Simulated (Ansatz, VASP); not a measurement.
## One calculation of PtS2, two programs

Contents of INCAR:

```
SYSTEM = PtS2
PREC = Accurate
ENCUT = 520
EDIFF = 1E-6
ISMEAR = 0
SIGMA = 0.01
LREAL = .FALSE.
LASPH = .TRUE.
NELM = 100
ALGO = Normal
ISIF = 2
LWAVE = .FALSE.
LCHARG = .FALSE.
GGA = PE
NBANDS = 18
```

Contents of KPOINTS:

```
Automatic mesh
0
G
  8 8 8
  0 0 0
```

File POSCAR:

```
PtS2
1.0
    1.7644429029      1.0187015850      5.5230462186
   -1.7644429029      1.0187015850      5.5230462186
    0.0000000000     -2.0374031699      5.5230462186
Pt S
1 2
Direct
    0.0000000000      0.0000000000      0.0000000000
    0.2583047872      0.2583047872      0.2583047872
    0.7416952128      0.7416952128      0.7416952128
```

Input for Ansatz:

```yaml
crystal:
  lattice:
    - [1.7644429029, 1.018701585, 5.5230462186]
    - [-1.7644429029, 1.018701585, 5.5230462186]
    - [0.0, -2.0374031699, 5.5230462186]
  atoms:
    - { symbol: Pt, position: [0.0, 0.0, 0.0] }
    - { symbol: S, position: [0.2583047872, 0.2583047872, 0.2583047872] }
    - { symbol: S, position: [0.7416952128, 0.7416952128, 0.7416952128] }
kpoints:
  mp_grid: { grid: [8, 8, 8] }
  band_path:
    path:
      - [0.0, 0.0, 0.0]
      - [0.5, 0.5, 0.5]
      - [0.8106532133, 0.1893467867, 0.5]
      - [0.5, -0.1893467867, 0.1893467867]
      - [0.5, 0.0, 0.0]
      - [0.3446733934, -0.3446733934, 0.0]
      - [0.6553266066, 0.0, 0.3446733934]
      - [0.5, 0.0, 0.5]
      - [0.192708, 0.192708, 0.367188]
      - [0.0, 0.242188, -0.242188]
      - [0.25, 0.25, -0.5]
    npoints: 1
hamiltonian:
  xc: pbe
scf:
  occupations: { method: fixed }
  n_extra_bands: 4
output:
  forces: true
  stress: true
  eigenvalues: true
```

Alike in both runs: task single point; functional PBE; k mesh 8 × 8 × 8; no spin polarisation.

|  | VASP | Ansatz |
| --- | --- | --- |
| version | VASP 6.6.1 | Ansatz 0.2.0 |
| potentials or method | VASP PAW PBE potentials, release 64 (Pt, S) | plane waves, PAW |
| plane-wave cutoff (eV) | 520 | 420 |
| occupations | gaussian, width 0.01 eV | fixed |
| valence electrons in the cell | 22 | 30 |

|  | VASP | Ansatz | Ansatz less VASP |
| --- | --- | --- | --- |
| gap on the k mesh at the Fermi level (eV) | 1.07 | 1.06 | -0.002 |
| pressure (GPa) | 3.0 | 3.5 | +0.44 |
| traceless stress, the component that is largest in VASP (GPa) | -0.89 | -1.00 | -0.111 |
| rms of the force components (eV/Å) | 0.005 | 0.023 | +0.0189 |

Atom by atom the forces differ by 0.019 eV/Å (rms over components). VASP's potentials hold 22 valence electrons a cell and Ansatz's 30, so a difference there can come from the potentials and not from the codes.

Spin-orbit coupling is off throughout.
